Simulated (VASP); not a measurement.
Here is a VASP 6.6.1 calculation.

File INCAR:

```
SYSTEM = ZrC
PREC = Accurate
ENCUT = 520
EDIFF = 1E-6
ISMEAR = -1
SIGMA = 0.1
LREAL = .FALSE.
LASPH = .TRUE.
NELM = 60
ALGO = Normal
ISIF = 2
LWAVE = .FALSE.
LCHARG = .FALSE.
GGA = PE
NBANDS = 24
```

File KPOINTS:

```
Automatic mesh
0
Gamma
  3 6 6
  0.5 0 0.5
```

The input POSCAR:

```
ZrC
1.0
   -2.4350740000      4.8254060000      2.3614330000
    2.4513750000     -0.0231690000      2.4240720000
    2.4301610000      2.4112230000     -0.0019540000
Zr C
2 2
Direct
    0.9784470000      0.9643410000      0.0265540000
    0.4416670000      0.4332070000      0.0701860000
    0.2296590000      0.8001810000      0.4377240000
    0.7512610000      0.2581670000      0.4555440000
```

Potentials or basis: VASP PAW PBE potentials, release 64 (Zr_sv, C).

The run is started by

```bash
$ cat potpaw_PBE.64/Zr_sv/POTCAR potpaw_PBE.64/C/POTCAR > POTCAR
$ mpirun -np 1 vasp_std > vasp.out
```

(1) Predict the pressure.

(2) Predict the largest force.

## Answers

(1) -6.4 GPa.

(2) 4.949 eV/Å.

Caveat: forces of over 1 eV/Å act on the atoms, so gaps and moduli don't describe the material at rest.
